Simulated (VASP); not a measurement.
# Mg (Fm-3m) in VASP: a series of runs, part 2 of 2

VASP 6.6.1. Earlier steps stand in the parts before.

## Step 3: Electric field gradients, LDA (21.26 Å³/atom)

INCAR reads:

```
SYSTEM = Mg
ALGO = Normal
EDIFF = 1E-8
ENCUT = 520
GGA = CA
ISIF = 2
ISMEAR = -1
LASPH = .TRUE.
LCHARG = .FALSE.
LEFG = .TRUE.
LREAL = .FALSE.
LWAVE = .FALSE.
NBANDS = 7
NELM = 60
PREC = Accurate
SIGMA = 0.03
```

KPOINTS reads:

```
k-points
0
G
  16 16 16
  0 0 0
```

POSCAR reads:

```
Mg
1.0
    0.0000000000      2.1988317276      2.1988317276
    2.1988317276      0.0000000000      2.1988317276
    2.1988317276      2.1988317276      0.0000000000
Mg
1
Direct
    0.0000000000      0.0000000000      0.0000000000
```

Potentials or basis: VASP PAW LDA potentials, release 64 (Mg).

Run with:

```bash
$ cat potpaw_LDA.64/Mg/POTCAR > POTCAR
$ mpirun -np 1 vasp_std > vasp.out
```

OUTCAR:

```text
SYSTEM = Mg
   EDIFF = 1E-8
   ENCUT = 520
   GGA = CA
   ISIF = 2
   ISMEAR = -1
   LASPH = .TRUE.
   LREAL = .FALSE.
   NELM = 60
   PREC = Accurate

 ion  position               nearest neighbor table
   1  0.000  0.000  0.000-

  LATTYP: Found a face centered cubic cell.
 ALAT       =     4.3976634552

  Lattice vectors:

 A1 = (   0.0000000000,   2.1988317276,   2.1988317276)
 A2 = (   2.1988317276,   0.0000000000,   2.1988317276)
 A3 = (   2.1988317276,   2.1988317276,   0.0000000000)

Analysis of symmetry for initial positions (statically):
=====================================================================
 Subroutine PRICEL returns:
 Original cell was already a primitive cell.

 Routine SETGRP: Setting up the symmetry group for a
 face centered cubic supercell.

[... 420 lines left out ...]
  external PRESSURE =       6.6134217 kB  Pullay stress =       0.0000000 kB

 VOLUME and BASIS-vectors are now :
 -----------------------------------------------------------------------------
  energy-cutoff  :      520.00
  volume of cell :       21.26
      direct lattice vectors                 reciprocal lattice vectors
     0.000000000  2.198831728  2.198831728    -0.227393481  0.227393481  0.227393481
     2.198831728  0.000000000  2.198831728     0.227393481 -0.227393481  0.227393481
     2.198831728  2.198831728  0.000000000     0.227393481  0.227393481 -0.227393481

 POSITION                                       TOTAL-FORCE (eV/Angst)
 -----------------------------------------------------------------------------------
      0.00000      0.00000      0.00000         0.000000     -0.000000     -0.000000
 -----------------------------------------------------------------------------------
    total drift:                               -0.000000      0.000000      0.000000

  FREE ENERGIE OF THE ION-ELECTRON SYSTEM (eV)
  ---------------------------------------------------
  free  energy   TOTEN  =        -1.7946117297 eV

  energy  without entropy=       -1.7926621997  energy(sigma->0) =       -1.79363696

 Electric field gradients (V/A^2)
---------------------------------------------------------------------
 ion       V_xx      V_yy      V_zz      V_xy      V_xz      V_yz
---------------------------------------------------------------------
   1      -0.000     0.000    -0.000     0.000     0.000     0.000
---------------------------------------------------------------------

 Electric field gradients after diagonalization (V/A^2)
 (convention: |V_zz| > |V_xx| > |V_yy|)
----------------------------------------------------------------------
 ion       V_xx      V_yy      V_zz     asymmetry (V_yy - V_xx)/ V_zz
----------------------------------------------------------------------
   1      -0.000    -0.000     0.000       0.000
----------------------------------------------------------------------

           NMR quadrupolar parameters

 Cq : quadrupolar parameter    Cq=e*Q*V_zz/h
 eta: asymmetry parameters     (V_yy - V_xx)/ V_zz
 Q  : nuclear electric quadrupole moment in mb (millibarn)
----------------------------------------------------------------------
 ion       Cq(MHz)       eta       Q (mb)
----------------------------------------------------------------------
   1       0.000       0.000       1.000
----------------------------------------------------------------------
```

OSZICAR:

```text
N       E                     dE             d eps       ncg     rms          rms(c)
DAV:   1    -0.116140391461E+01   -0.11614E+01   -0.81477E+02  2261   0.198E+02
DAV:   2    -0.180250744891E+01   -0.64110E+00   -0.62746E+00  2681   0.114E+01
DAV:   3    -0.180531366331E+01   -0.28062E-02   -0.28026E-02  2772   0.815E-01
DAV:   4    -0.180531654686E+01   -0.28835E-05   -0.28832E-05  3066   0.194E-02
DAV:   5    -0.180531654826E+01   -0.14040E-08   -0.15470E-08  2695   0.308E-04    0.633E-01
DAV:   6    -0.179924191530E+01    0.60746E-02   -0.41333E-04  2751   0.868E-02    0.401E-01
DAV:   7    -0.179461581310E+01    0.46261E-02   -0.14359E-03  2527   0.159E-01    0.208E-02
DAV:   8    -0.179461205274E+01    0.37604E-05   -0.92506E-06  3108   0.160E-02    0.449E-03
DAV:   9    -0.179461174142E+01    0.31132E-06   -0.25667E-07  2737   0.222E-03    0.580E-04
DAV:  10    -0.179461173010E+01    0.11320E-07   -0.33934E-09  2856   0.310E-04    0.112E-04
DAV:  11    -0.179461172966E+01    0.43480E-09   -0.30795E-11  1673   0.265E-05
   1 F= -.17946117E+01 E0= -.17936370E+01  d E =-.194953E-02
```

It took 9.7 s on 1 thread of Intel Xeon Platinum 8259CL at 2.50GHz (Skylake/Cascade Lake), shared host; peak memory 0.13 GiB.

Results:

| Quantity | Value |
| --- | --- |
| Free energy | -1.7946 eV |
| Pressure | 0.7 GPa |
| Band gap on the k mesh | zero (bands 1 and 2 overlap by 2.81 eV) |
| Largest electric field gradient by atom | zero within the noise of the run |

Levels at points of the mesh, in eV from the Fermi level:
| k point | band 1 | band 2 | band 3 | band 4 |
| --- | --- | --- | --- | --- |
| (0.00, 0.00, 0.00) | -7.23 | 12.80 | 12.80 | 12.80 |
| (0.50, 0.00, 0.00) | -1.78 | -1.30 | 11.67 | 11.67 |
| (0.50, 0.50, 0.00) | -0.22 | 0.85 | 6.28 | 7.31 |

## Step 4: Electric field gradients, LDA (21.25 Å³/atom)

INCAR reads:

```
SYSTEM = Mg
ALGO = Normal
EDIFF = 1E-8
ENCUT = 520
GGA = CA
ISIF = 2
ISMEAR = -1
LASPH = .True.
LCHARG = .False.
LEFG = .True.
LREAL = .False.
LWAVE = .False.
NBANDS = 7
NELM = 60
PREC = Accurate
SIGMA = 0.03
```

KPOINTS reads:

```
k-points
0
Gamma
  16 16 16
  0 0 0
```

POSCAR reads:

```
Mg
1.0
    0.0000000000      2.1984420020      2.1984420020
    2.1984420020      0.0000000000      2.1984420020
    2.1984420020      2.1984420020      0.0000000000
Mg
1
Direct
    0.0000000000      0.0000000000      0.0000000000
```

Potentials or basis: VASP PAW LDA potentials, release 64 (Mg).

Run with:

```bash
$ cat potpaw_LDA.64/Mg/POTCAR > POTCAR
$ mpirun -np 1 vasp_std > vasp.out
```

OUTCAR:

```text
SYSTEM = Mg
   EDIFF = 1E-8
   ENCUT = 520
   GGA = CA
   ISIF = 2
   ISMEAR = -1
   LASPH = .True.
   LREAL = .False.
   NELM = 60
   PREC = Accurate

 ion  position               nearest neighbor table
   1  0.000  0.000  0.000-

  LATTYP: Found a face centered cubic cell.
 ALAT       =     4.3968840040

  Lattice vectors:

 A1 = (   0.0000000000,   2.1984420020,   2.1984420020)
 A2 = (   2.1984420020,   0.0000000000,   2.1984420020)
 A3 = (   2.1984420020,   2.1984420020,   0.0000000000)

[... 443 lines left out ...]
    total drift:                                0.000000     -0.000000     -0.000000

  FREE ENERGIE OF THE ION-ELECTRON SYSTEM (eV)
  ---------------------------------------------------
  free  energy   TOTEN  =        -1.7945641323 eV

  energy  without entropy=       -1.7926123101  energy(sigma->0) =       -1.79358822

 Electric field gradients (V/A^2)
---------------------------------------------------------------------
 ion       V_xx      V_yy      V_zz      V_xy      V_xz      V_yz
---------------------------------------------------------------------
   1      -0.000    -0.000    -0.000     0.000     0.000     0.000
---------------------------------------------------------------------

 Electric field gradients after diagonalization (V/A^2)
 (convention: |V_zz| > |V_xx| > |V_yy|)
----------------------------------------------------------------------
 ion       V_xx      V_yy      V_zz     asymmetry (V_yy - V_xx)/ V_zz
----------------------------------------------------------------------
   1      -0.000    -0.000     0.000       0.000
----------------------------------------------------------------------

           NMR quadrupolar parameters

 Cq : quadrupolar parameter    Cq=e*Q*V_zz/h
 eta: asymmetry parameters     (V_yy - V_xx)/ V_zz
 Q  : nuclear electric quadrupole moment in mb (millibarn)
----------------------------------------------------------------------
 ion       Cq(MHz)       eta       Q (mb)
----------------------------------------------------------------------
   1       0.000       0.000       1.000
----------------------------------------------------------------------
```

OSZICAR:

```text
N       E                     dE             d eps       ncg     rms          rms(c)
DAV:   1    -0.117808863946E+01   -0.11781E+01   -0.84118E+02  2198   0.198E+02
DAV:   2    -0.180280912410E+01   -0.62472E+00   -0.60456E+00  2632   0.112E+01
DAV:   3    -0.180527116451E+01   -0.24620E-02   -0.24617E-02  2737   0.766E-01
DAV:   4    -0.180527381324E+01   -0.26487E-05   -0.26486E-05  3087   0.198E-02
DAV:   5    -0.180527381373E+01   -0.48165E-09   -0.50776E-09  2702   0.238E-04    0.633E-01
DAV:   6    -0.179919582102E+01    0.60780E-02   -0.41260E-04  2751   0.867E-02    0.401E-01
DAV:   7    -0.179456823209E+01    0.46276E-02   -0.14335E-03  2478   0.159E-01    0.208E-02
DAV:   8    -0.179456445396E+01    0.37781E-05   -0.92943E-06  3115   0.160E-02    0.449E-03
DAV:   9    -0.179456414468E+01    0.30929E-06   -0.25510E-07  2730   0.221E-03    0.577E-04
DAV:  10    -0.179456413320E+01    0.11479E-07   -0.33786E-09  2912   0.310E-04    0.113E-04
DAV:  11    -0.179456413234E+01    0.85213E-09   -0.32126E-11  1736   0.268E-05
   1 F= -.17945641E+01 E0= -.17935882E+01  d E =-.195182E-02
```

It took 9.6 s on 1 thread of Intel Xeon Platinum 8259CL at 2.50GHz (Skylake/Cascade Lake), shared host; peak memory 0.14 GiB.

What came out:

```yaml
Free_energy: -1.7946 eV
Pressure: 0.7 GPa
Band_gap_on_the_k_mesh: zero (bands 1 and 2 overlap by 2.81 eV)
Largest_electric_field_gradient_by_atom: zero within the noise of the run
```

Levels at points of the mesh, in eV from the Fermi level:
```csv
k point,band 1,band 2,band 3,band 4
"(0.00, 0.00, 0.00)",-7.23,12.80,12.80,12.80
"(0.50, 0.00, 0.00)",-1.78,-1.30,11.68,11.68
"(0.50, 0.50, 0.00)",-0.22,0.85,6.28,7.31
```
